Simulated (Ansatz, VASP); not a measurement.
**MgS in VASP and in Ansatz**

```xyz
4
Lattice="4.0346 0.0000 0.0000 -2.0173 3.4941 0.0000 0.0000 0.0000 6.4323" Properties=species:S:1:pos:R:3 pbc="T T T"
Mg    2.0173    1.1647    3.0888
Mg    0.0000    2.3294    6.3050
S     0.0000    2.3294    2.4394
S     2.0173    1.1647    5.6556
```

Change from the starting cell: all Mg atoms moved -0.100 Å, as atom 1 along Cartesian [0 0 1].

Alike in both runs: task single point; functional PBEsol; k mesh 6 × 6 × 4; occupations gaussian, width 0.05 eV; no spin polarisation.

|  | VASP | Ansatz |
| --- | --- | --- |
| version | VASP 6.6.1 | Ansatz 0.2.0 |
| potentials or method | VASP PAW PBE potentials, release 64 (Mg, S), cutoff 520 eV | scalar-relativistic, plane waves, PAW |
| valence electrons in the cell | 16 | 32 |

|  | VASP | Ansatz | Ansatz less VASP |
| --- | --- | --- | --- |
| gap on the k mesh at the Fermi level (eV) | 3.13 | 3.12 | -0.002 |
| least direct gap on the mesh (eV) | 3.13 | 3.12 | -0.002 |
| pressure (GPa) | -0.3 | -0.2 | +0.09 |
| traceless stress, the component that is largest in VASP (GPa) | -2.46 | -2.46 | -0.003 |
| rms of the force components (eV/Å) | 0.243 | 0.242 | -0.0006 |

VASP's potentials were made for PBE, not for PBEsol. Atom by atom the forces differ by 0.001 eV/Å (rms over components). VASP's potentials hold 16 valence electrons a cell and Ansatz's 32, so a difference there can come from the potentials and not from the codes.
